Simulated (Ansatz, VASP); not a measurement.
CuI: VASP beside Ansatz

INCAR

```
ALGO = Normal
EDIFF = 1E-6
ENCUT = 520
GGA = RP
ISIF = 2
ISMEAR = -1
LASPH = T
LCHARG = F
LREAL = F
LWAVE = F
NBANDS = 16
NELM = 80
PREC = Accurate
SIGMA = 0.05
```

Contents of KPOINTS:

```
k-points
0
Gamma
  8 8 8
```

Contents of POSCAR:

```
CuI
1.0
    0.0000000000      3.0909562712      3.0909562712
    3.0909562712      0.0000000000      3.0909562712
    3.0909562712      3.0909562712      0.0000000000
I Cu
1 1
Direct
    0.0000000000      0.0000000000      0.0000000000
    0.7500000000      0.7500000000      0.7500000000
```

Contents of input.yaml:

```yaml
crystal:
  lattice:
    - [0.0, 3.0909562712, 3.0909562712]
    - [3.0909562712, 0.0, 3.0909562712]
    - [3.0909562712, 3.0909562712, 0.0]
  atoms:
    - { symbol: I, position: [0.0, 0.0, 0.0] }
    - { symbol: Cu, position: [0.75, 0.75, 0.75] }
hamiltonian:
  xc: rpbe
  pseudopotentials: { kind: paw }
kpoints:
  mp_grid: { grid: [8, 8, 8] }
scf:
  occupations: { method: fermi_dirac, width: 0.05 }
output:
  forces: true
  stress: true
  eigenvalues: true
```

Alike in both runs: task single point; functional RPBE; k mesh 8 × 8 × 8; occupations fermi-dirac, width 0.05 eV; no spin polarisation.

```csv
,VASP,Ansatz
version,VASP 6.6.1,Ansatz 0.2.0
potentials or method,"VASP PAW PBE potentials, release 64 (I, Cu)",Ansatz PAW
plane-wave cutoff (eV),520,420
valence electrons in the cell,18,36
```

Ansatz gave:

```
gap on the k mesh at the Fermi level (eV) : 1.12
least direct gap on the mesh (eV)         : 1.12
pressure (GPa)                            : 0.2
```

Problem. Estimate VASP's values.

Solution. gap on the k mesh at the Fermi level (eV): 1.13; least direct gap on the mesh (eV): 1.13; pressure (GPa): 0.2.

VASP's potentials were made for PBE, not for RPBE. With one functional, cell and mesh, what is left measures potentials, basis and numerics. VASP's potentials hold 18 valence electrons a cell and Ansatz's 36, so a difference there can come from the potentials and not from the codes.

Neither program's run includes spin-orbit coupling.
